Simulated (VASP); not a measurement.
Here is a VASP 6.6.1 calculation.

File INCAR:

```
PREC = Accurate
ENCUT = 600
EDIFF = 1E-6
ISMEAR = 0
SIGMA = 0.1
LREAL = False
LASPH = True
NELM = 100
ALGO = Fast
ISIF = 3
LWAVE = False
LCHARG = False
GGA = PS
IBRION = 2
NSW = 70
EDIFFG = -0.008
PSTRESS = 30.0
```

The input KPOINTS:

```
Automatic mesh
0
Gamma
  10 10 10
```

POSCAR

```
ScAl3
1.0
    4.0328135228      0.0000000000      0.0000000000
    0.0000000000      4.0328135228      0.0000000000
    0.0000000000      0.0000000000      4.0328135228
Sc Al
1 3
Direct
    0.0000000000      0.0000000000      0.0000000000
    0.5000000000      0.0000000000      0.5000000000
    0.0000000000      0.5000000000      0.5000000000
    0.5000000000      0.5000000000      0.0000000000
```

Potentials or basis: VASP PAW PBE potentials, release 64 (Sc_sv, Al).

Command:

```sh
$ cat potpaw_PBE.64/Sc_sv/POTCAR potpaw_PBE.64/Al/POTCAR > POTCAR
$ mpirun -np 1 vasp_std > vasp.out
```

Problem. What does it give for the band gap on the k mesh?

Solution. Zero (band 10 reaches 8.66 eV, above the bottom of band 11 at 4.60 eV).

Problem. Estimate the relaxed volume.

Solution. 16.37 Å³/atom.

Problem. What does it give for the space group after relaxing (to 0.05 Å)?

Solution. Pm-3m (No. 221).

Problem. Estimate the relaxed cell.

Solution. a = 4.030 Å, b = 4.030 Å, c = 4.030 Å, α = 90.00°, β = 90.00°, γ = 90.00°.

Final structure:
```xyz
4
Lattice="4.0304 0.0000 0.0000 0.0000 4.0304 0.0000 0.0000 0.0000 4.0304" Properties=species:S:1:pos:R:3 pbc="T T T"
Sc    0.0000    0.0000    0.0000
Al    2.0152    0.0000    2.0152
Al    0.0000    2.0152    2.0152
Al    2.0152    2.0152    0.0000
```

Caveat: the cell is relaxed towards a set pressure, so the enthalpy falls and the energy may rise; the PAW data sets were made with another functional, which shifts forces and pressure a little.
